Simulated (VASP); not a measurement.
Runs of VASP 6.6.1 on Hf. The structure is that of space group Fm-3m (No. 225), or close to it. The cells are those of the table. 

```tsv
task	cell	smearing	gap on the mesh (eV)	pressure (GPa)
single point	a = 3.124, b = 3.124, c = 3.140 Å, angles 59.8, 59.8, 60.3°, 1 atom	fermi-dirac 0.03 eV	none	(a)
electric field gradients	a = 3.171, b = 3.171, c = 3.140 Å, angles 60.3, 60.3, 59.3°, 1 atom	fermi-dirac 0.03 eV	none	0.6
single point	a = 3.171 Å, angles 58.7°, 1 atom	fermi-dirac 0.03 eV	none	2.9
single point	a = 3.160 Å, angles 60.0°, 1 atom	fermi-dirac 0.03 eV	none	0.6
single point	a = 3.181 Å, angles 60.0°, 1 atom	fermi-dirac 0.03 eV	none	-1.4
single point	a = 3.140 Å, angles 60.0°, 1 atom	fermi-dirac 0.15 eV	none	3.2
single point	a = 3.097 Å, angles 60.0°, 1 atom	fermi-dirac 0.03 eV	none	(b)
```

Alike in all rows: level PBE; potentials or basis VASP PAW PBE potentials, release 64 (Hf_pv); no spin polarisation; k mesh 13 × 13 × 13; cutoff (eV) 520.

Question: Fill in the values left out.

Answer: (a) 4.0; (b) 7.9.

Caveats: spin-orbit coupling is left out, which moves the levels of the heavy elements.

A k mesh can miss the band edges, and the runs leave out spin-orbit coupling on Hf.

A gap of «none» marks levels without a gap at the run's occupations.
